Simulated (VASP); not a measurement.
Here is a VASP 6.6.1 calculation.

INCAR

```
PREC = Accurate ; ENCUT = 520
EDIFF = 1E-6 ; ISMEAR = 0
SIGMA = 0.01 ; LREAL = F
LASPH = T ; NELM = 80
ALGO = Normal ; ISIF = 2
LWAVE = F ; LCHARG = F
GGA = PS ; NBANDS = 42
```

The input KPOINTS:

```
Automatic mesh
0
Gamma
  4 4 1
```

The input POSCAR:

```
CaO
1.0
    2.3550650000     -2.3592240000      0.0000000000
    2.3550650000      2.3592240000      0.0000000000
    0.0000000000      0.0000000000     16.7489880000
Ca O
4 4
Direct
    0.0644823081      0.9276835132      0.1786594509
    0.9369659216      0.0675974344      0.8209641681
    0.4369787744      0.5600455116      0.6765518609
    0.5609140056      0.4358563595      0.3235851623
    0.0609439682      0.9486604377      0.3197020620
    0.9390382738      0.0778563767      0.6806175394
    0.4357999993      0.5581012306      0.8180248263
    0.5658673948      0.4374692435      0.1822550115
```

Potentials or basis: VASP PAW PBE potentials, release 64 (Ca_sv, O).

The run is started by

```bash
$ cat potpaw_PBE.64/Ca_sv/POTCAR potpaw_PBE.64/O/POTCAR > POTCAR
$ mpirun -np 1 vasp_std > vasp.out
```

**Question.** What does it give for the pressure?

**Answer.** -2.4 GPa.

**Question.** Estimate the band gap on the k mesh.

**Answer.** 2.04 eV, direct.

**Question.** Predict the largest force.

**Answer.** 0.463 eV/Å.

Forces in eV/Å, atoms in the order of the input:
```
Ca   0.115  0.118  0.363
Ca  -0.075 -0.060 -0.275
Ca   0.154  0.124  0.418
Ca   0.091  0.055 -0.417
O   -0.124 -0.142  0.021
O   -0.184 -0.136 -0.056
O    0.105  0.076 -0.087
O   -0.082 -0.036  0.033
```

Caveat: the k points lie up to 0.47 Å⁻¹ apart; the PAW data sets were made with another functional, which shifts forces and pressure a little.
